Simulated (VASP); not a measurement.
# Zn (P6_3/mmc) in VASP: a series of runs

Runs on Zn. Level: PBEsol. Tasks: single point, relaxation of cell and atoms.

Everything below comes from runs of VASP 6.6.1. Logs are shortened: lines on timing, memory, paths and dates and some standing lists are left out, and cuts for length are marked.

## 1. The cell of the first run

It takes space group P6_3/mmc (No. 194, hexagonal). Conventional cell: a = 2.599 Å, b = 2.599 Å, c = 4.861 Å, α = 90.00°, β = 90.00°, γ = 120.00°. Zn (site symmetry -6m2) has 12 Zn at 2.60 to 2.86 Å within 3.4 Å.

## 2. Single point, PBEsol

Input file INCAR:

```
SYSTEM = Zn
  PREC = Accurate
  ENCUT = 520
  EDIFF = 1E-6
  ISMEAR = 0
  SIGMA = 0.05
  LREAL = .False.
  LASPH = .True.
  NELM = 80
  ALGO = Normal
  ISIF = 2
  LWAVE = .False.
  LCHARG = .False.
  GGA = PS
  NBANDS = 19
```

Input file KPOINTS:

```
Automatic mesh
0
Gamma
  18 18 8
  0 0 0
```

Input file POSCAR:

```
Zn
1.0
    2.5991586832      0.0000000000      0.0000000000
   -1.2995793416      2.2509374481      0.0000000000
    0.0000000000      0.0000000000      4.8609601138
Zn
2
Direct
    0.3333333333      0.6666666667      0.7500000000
    0.6666666667      0.3333333333      0.2500000000
```

Potentials or basis: VASP PAW PBE potentials, release 64 (Zn).

On the command line:

```console
cat potpaw_PBE.64/Zn/POTCAR > POTCAR
mpirun -np 1 vasp_std > vasp.out
```

OUTCAR:

```text
SYSTEM = Zn
   PREC = Accurate
   ENCUT = 520
   EDIFF = 1E-6
   ISMEAR = 0
   LREAL = .False.
   LASPH = .True.
   NELM = 80
   ISIF = 2
   GGA = PS

 ion  position               nearest neighbor table
   1  0.333  0.667  0.750-   2 2.86   2 2.86   2 2.86   2 2.86   2 2.86   2 2.86
   2  0.667  0.333  0.250-   1 2.86   1 2.86   1 2.86   1 2.86   1 2.86   1 2.86

  LATTYP: Found a hexagonal cell.
 ALAT       =     2.5991586832
 C/A-ratio  =     1.8702052111

  Lattice vectors:

 A1 = (   2.5991586832,   0.0000000000,   0.0000000000)
 A2 = (  -1.2995793416,   2.2509374481,   0.0000000000)
 A3 = (   0.0000000000,   0.0000000000,   4.8609601138)

Analysis of symmetry for initial positions (statically):
=====================================================================
 Subroutine PRICEL returns:
 Original cell was already a primitive cell.

 Routine SETGRP: Setting up the symmetry group for a
 hexagonal supercell.

 Subroutine GETGRP returns: Found 24 space group operations
 (whereof 12 operations were pure point group operations)
 out of a pool of 24 trial point group operations.

The static configuration has the point symmetry D_3d.
 The point group associated with its full space group is D_6h.

Analysis of symmetry for dynamics (positions and initial velocities):
=====================================================================
 Subroutine PRICEL returns:
 Original cell was already a primitive cell.

 Routine SETGRP: Setting up the symmetry group for a
 hexagonal supercell.

 Subroutine GETGRP returns: Found 24 space group operations
 (whereof 12 operations were pure point group operations)
 out of a pool of 24 trial point group operations.

The dynamic configuration has the point symmetry D_3d.
 The point group associated with its full space group is D_6h.

 Subroutine INISYM returns: Found 24 space group operations
 (whereof 12 operations are pure point group operations),
 and found     1 'primitive' translations

----------------------------------------------------------------------------------------

                                     Primitive cell

  volume of cell :      28.4393

  direct lattice vectors                    reciprocal lattice vectors
     2.599158683  0.000000000  0.000000000     0.384739880  0.222129673  0.000000000
    -1.299579342  2.250937448  0.000000000     0.000000000  0.444259347  0.000000000
     0.000000000  0.000000000  4.860960114     0.000000000  0.000000000  0.205720676

  length of vectors
     2.599158683  2.599158683  4.860960114     0.444259347  0.444259347  0.205720676

  position of ions in fractional coordinates (direct lattice)
     0.333333333  0.666666667  0.750000000
     0.666666667  0.333333333  0.250000000

  ion indices of the primitive-cell ions
   primitive index   ion index
                 1           1
                 2           2

----------------------------------------------------------------------------------------

 KPOINTS: Automatic mesh

Automatic generation of k-mesh.
 Grid dimensions read from file:
 generate k-points for:   18   18    8

 Generating k-lattice:

  Cartesian coordinates                     Fractional coordinates (reciprocal lattice)
     0.021374438  0.012340537  0.000000000     0.055555556  0.000000000  0.000000000
     0.000000000  0.024681075  0.000000000     0.000000000  0.055555556  0.000000000
     0.000000000  0.000000000  0.025715084     0.000000000  0.000000000  0.125000000

  Length of vectors
     0.024681075  0.024681075  0.025715084

  Shift w.r.t. Gamma in fractional coordinates (k-lattice)
     0.000000000  0.000000000  0.000000000

 Subroutine IBZKPT returns following result:
 ===========================================

 Found    185 irreducible k-points:

 Following reciprocal coordinates:
            Coordinates               Weight
  0.000000  0.000000  0.000000      1.000000
  0.055556  0.000000  0.000000      6.000000
  0.111111  0.000000  0.000000      6.000000
  0.166667  0.000000  0.000000      6.000000
  0.222222  0.000000  0.000000      6.000000
  0.277778  0.000000  0.000000      6.000000
[... 16 lines left out ...]
  0.333333  0.111111  0.000000     12.000000
  0.388889  0.111111  0.000000     12.000000
 [... further k-points ...]
   k-points           NKPTS =    185   k-points in BZ     NKDIM =    185   number of bands    NBANDS=     19
   number of dos      NEDOS =    301   number of ions     NIONS =      2
   total plane-waves  NPLWV =  14400
   dimension x,y,z NGX =    20 NGY =   20 NGZ =   36
   dimension x,y,z NGXF=    40 NGYF=   40 NGZF=   72
   ions per type =               2
   NGX,Y,Z   is equivalent  to a cutoff of  12.79, 12.79, 12.31 a.u.
   NGXF,Y,Z  is equivalent  to a cutoff of  25.58, 25.58, 24.62 a.u.
 SYSTEM =  Zn
   PREC   = accura    normal or accurate (medium, high low for compatibility)
   ISTART =      0    job   : 0-new  1-cont  2-samecut
   ICHARG =      2    charge: 1-file 2-atom 10-const
   ISPIN  =      1    spin polarized calculation?
   LNONCOLLINEAR =      F non collinear calculations
   LSORBIT =      F    spin-orbit coupling
   LASPH  =      T    aspherical Exc in radial PAW
   ENCUT  =  520.0 eV  38.22 Ry    6.18 a.u.   4.83  4.83  9.04*2*pi/ulx,y,z
   NELM   =     80;   NELMIN=  2; NELMDL= -5     # of ELM steps
   EDIFF  = 0.1E-05   stopping-criterion for ELM
   LREAL  =      F    real-space projection
   EDIFFG = 0.1E-04   stopping-criterion for IOM
   NSW    =      0    number of steps for IOM
   IBRION =     -1    ionic relax: 0-MD 1-quasi-New 2-CG
   NFREE  =      0    steps in history (QN), initial steepest desc. (CG)
   ISIF   =      2    stress and relaxation
   ISYM   =      2    0-nonsym 1-usesym 2-fastsym
   POTIM  = 0.5000    time-step for ionic-motion
   TEBEG  =    0.0;   TEEND  =   0.0 temperature during run
   PSTRESS=    0.0 pullay stress
   NELECT =      24.0000    total number of electrons
   NUPDOWN=      -1.0000    fix difference up-down
   EMIN   =  10.00;   EMAX   =-10.00  energy-range for DOS
   EFERMI =   0.00;   METHOD = LEGACY
   ISMEAR =     0;   SIGMA  =   0.05  broadening in eV -4-tet -1-fermi 0-gaus
   EFERMI_NEDOS =   21; number of points for ismear=-14 and -15
   IALGO  =     38    algorithm
   IMIX   =      4    mixing-type and parameters
     AMIX     =   0.40;   BMIX     =  1.00
     AMIX_MAG =   1.60;   BMIX_MAG =  1.00
  volume/ion in A,a.u.               =      14.22        95.96
  Fermi-wavevector in a.u.,A,eV,Ry     =   1.547055  2.923510 32.563910  2.393380
  Thomas-Fermi vector in A             =   2.652203
   LORBIT       =      0    0 simple, 1 ext, 2 COOP (PROOUT), +10 PAW based schemes
   GGA     = PS    functional components
   LHFCALC =     F    Hartree Fock is set to
   AEXX    =    0.0000 exact exchange contribution
   IVDW    =     0    specifies the selected vdW correction
   LEPSILON=     F    determine dielectric tensor
   LRPA    =     F    only Hartree local field effects (RPA)
 non-spin polarized calculation
 Gauss-broadening in eV      SIGMA  =   0.05
  energy-cutoff  :      520.00
  volume of cell :       28.44
 maximum number of plane-waves:       780
 NGX is ok and might be reduce to    20
   NGX =  9   NGY =  9   NGZ = 19

 number of electron      24.0000024 magnetization

 Free energy of the ion-electron system (eV)
  ---------------------------------------------------
  ext. energy  EPLUGINS =         0.00000000
  ---------------------------------------------------
  free energy    TOTEN  =        -3.17110485 eV

  energy without entropy =       -3.17032459  energy(sigma->0) =       -3.17071472

 E-fermi :   3.5909     XC(G=0): -12.0573

 val. band max:        3.5586982467   @ k =   0.3333   0.2222   0.2500
 cond. band min:       3.6133852679   @ k =   0.2222   0.0556   0.1250
 fundamental gap:      0.0546870212
 Fermi energy:         3.5908854634

 k-point     1 :       0.0000    0.0000    0.0000
  band No.  band energies     occupation
      1      -7.5381      2.00000
      2      -5.5019      2.00000
      3      -4.6814      2.00000
      4      -4.4112      2.00000
      5      -4.4112      2.00000
      6      -4.3556      2.00000
[... 11 lines left out ...]
     18      23.3423      0.00000
     19      23.5278      0.00000

 k-point     2 :       0.0556    0.0000    0.0000
  band No.  band energies     occupation
      1      -7.4414      2.00000
      2      -5.4558      2.00000
      3      -4.6699      2.00000
      4      -4.4224      2.00000
      5      -4.3866      2.00000
      6      -4.3675      2.00000
[... 11 lines left out ...]
     18      22.4151      0.00000
     19      24.5130      0.00000

 k-point     3 :       0.1111    0.0000    0.0000
  band No.  band energies     occupation
      1      -7.1551      2.00000
      2      -5.3292      2.00000
      3      -4.6434      2.00000
      4      -4.4485      2.00000
      5      -4.3925      2.00000
      6      -4.3151      2.00000
[... 11 lines left out ...]
     18      21.6331      0.00000
     19      23.5744      0.00000

 k-point     4 :       0.1667    0.0000    0.0000
  band No.  band energies     occupation
      1      -6.6936      2.00000
      2      -5.1634      2.00000
      3      -4.6224      2.00000
      4      -4.4836      2.00000
      5      -4.3744      2.00000
      6      -4.2658      2.00000
[... 407 lines left out ...]
     18      17.9344      0.00000
     19      18.9658      0.00000

 k-point    23 :       0.3333    0.1111    0.0000
  band No.  band energies     occupation
      1      -5.0946      2.00000
      2      -5.0139      2.00000
      3      -4.8796      2.00000
      4      -4.3965      2.00000
      5      -4.3113      2.00000
      6      -4.2251      2.00000
[... 11 lines left out ...]
     18      17.4298      0.00000
     19      18.5562      0.00000

 k-point    24 :       0.3889    0.1111    0.0000
  band No.  band energies     occupation
      1      -5.1367      2.00000
      2      -5.0385      2.00000
      3      -4.9308      2.00000
      4      -4.4186      2.00000
      5      -4.2656      2.00000
      6      -4.2536      2.00000
[... 11 lines left out ...]
     18      17.1177      0.00000
     19      18.3044      0.00000

 [... further k-points ...]

------------------------ aborting loop because EDIFF is reached ----------------------------------------

  FORCE on cell =-STRESS in cart. coord.  units (eV):
  Direction    XX          YY          ZZ          XY          YZ          ZX
  --------------------------------------------------------------------------------------
  -------------------------------------------------------------------------------------
  Total        0.0815078      0.0815078      0.0445103      0.0000000     -0.0000000      0.0000000
  in kB        4.5918918      4.5918918      2.5075712      0.0000000     -0.0000000      0.0000000
  external PRESSURE =       3.8971182 kB  Pullay stress =       0.0000000 kB

 VOLUME and BASIS-vectors are now :
 -----------------------------------------------------------------------------
  energy-cutoff  :      520.00
  volume of cell :       28.44
      direct lattice vectors                 reciprocal lattice vectors
     2.599158683  0.000000000  0.000000000     0.384739880  0.222129673  0.000000000
    -1.299579342  2.250937448  0.000000000     0.000000000  0.444259347  0.000000000
     0.000000000  0.000000000  4.860960114     0.000000000  0.000000000  0.205720676

 POSITION                                       TOTAL-FORCE (eV/Angst)
 -----------------------------------------------------------------------------------
     -0.00000      1.50062      3.64572         0.000000     -0.000000      0.000000
      1.29958      0.75031      1.21524        -0.000000      0.000000      0.000000
 -----------------------------------------------------------------------------------
    total drift:                                0.000000     -0.000000      0.000000

  FREE ENERGIE OF THE ION-ELECTRON SYSTEM (eV)
  ---------------------------------------------------
  free  energy   TOTEN  =        -3.1711048500 eV

  energy  without entropy=       -3.1703245861  energy(sigma->0) =       -3.17071472
```

Wall time 40 s (1 thread of Intel Xeon Platinum 8488C (Sapphire Rapids), shared host); peak memory 0.2 GiB.

Results:

| Quantity | Value |
| --- | --- |
| Free energy | -3.1711 eV |
| Pressure | 0.4 GPa |
| Band gap on the k mesh | zero (bands 12 and 13 overlap by 4.76 eV) |

Stress tensor (GPa, compression positive):
```
0.46 0.00 0.00
0.00 0.46 0.00
0.00 0.00 0.25
```

Caveat: the PAW data sets were made with another functional, which shifts forces and pressure a little.

## 3. Relaxation of cell and atoms, PBEsol

This run uses another cell than the first one, of 15.13 Å³/atom.

Input file INCAR:

```
ALGO = Normal ; EDIFF = 1E-6
EDIFFG = -0.01 ; ENCUT = 600
GGA = PS ; IBRION = 2
ISIF = 3 ; ISMEAR = 0
LASPH = T ; LCHARG = F
LREAL = F ; LWAVE = F
NELM = 80 ; NSW = 80
PREC = Accurate ; SIGMA = 0.05
```

Input file KPOINTS:

```
k-points
0
Gamma
  18 18 8
```

Input file POSCAR:

```
Zn
1.0
    2.6600000000      0.0000000000      0.0000000000
   -1.3300000000      2.3036275741      0.0000000000
    0.0000000000      0.0000000000      4.9369600000
Zn
2
Direct
    0.3333333333      0.6666666667      0.7500000000
    0.6666666667      0.3333333333      0.2500000000
```

Potentials or basis: VASP PAW PBE potentials, release 64 (Zn).

On the command line:

```console
cat potpaw_PBE.64/Zn/POTCAR > POTCAR
mpirun -np 1 vasp_std > vasp.out
```

It took 94 s on 1 thread of Intel Xeon Platinum 8488C (Sapphire Rapids), shared host; peak memory 0.23 GiB.

It converged, with:

```
Free energy                           : -3.1716 eV
Relaxed volume                        : 14.27 Å³/atom
Relaxed cell                          : a = 2.602 Å, b = 2.602 Å, c = 4.866 Å, α = 90.00°, β = 90.00°, γ = 120.00°
Space group after relaxing (to 0.1 Å) : P6_3/mmc (No. 194)
Energy gained by relaxing             : 14.0 meV/atom
Ionic steps                           : 3
Pressure after relaxing               : 0.0 GPa
Band gap on the k mesh                : zero (bands 12 and 13 overlap by 4.76 eV)
```

The path:
| step | energy change (eV) | largest force (eV/Å) | pressure (GPa) | volume (Å³) |
| --- | --- | --- | --- | --- |
| 1 | 0.0000 | 0.0000 | -4.72 | 30.25 |
| 2 | -0.0276 | 0.0000 | 0.69 | 28.34 |
| 3 | -0.0280 | 0.0000 | -0.04 | 28.54 |

Final structure:
```
Zn
1.0
     2.60216    0.00000    0.00000
    -1.30108    2.25353    0.00000
     0.00000    0.00000    4.86647
Zn
2
Cartesian
  0.0000 1.5024 3.6499
  1.3011 0.7512 1.2166
```

Levels at points of the mesh, in eV from the Fermi level:
```csv
k point,band 9,band 10,band 11,band 12,band 13,band 14,band 15,band 16
"(0.00, 0.00, 0.00)",-7.55,-7.32,-7.32,-4.17,-3.23,13.77,17.55,18.25
"(0.50, 0.00, 0.00)",-7.12,-7.10,-3.19,-2.33,2.56,3.44,4.28,5.68
"(0.00, 0.00, 0.50)",-7.42,-7.42,-7.42,-7.42,4.48,4.48,19.61,19.61
"(0.50, 0.00, 0.50)",-7.11,-7.11,-2.23,-2.23,0.13,0.13,10.28,10.28
```

Caveat: the PAW data sets were made with another functional, which shifts forces and pressure a little.
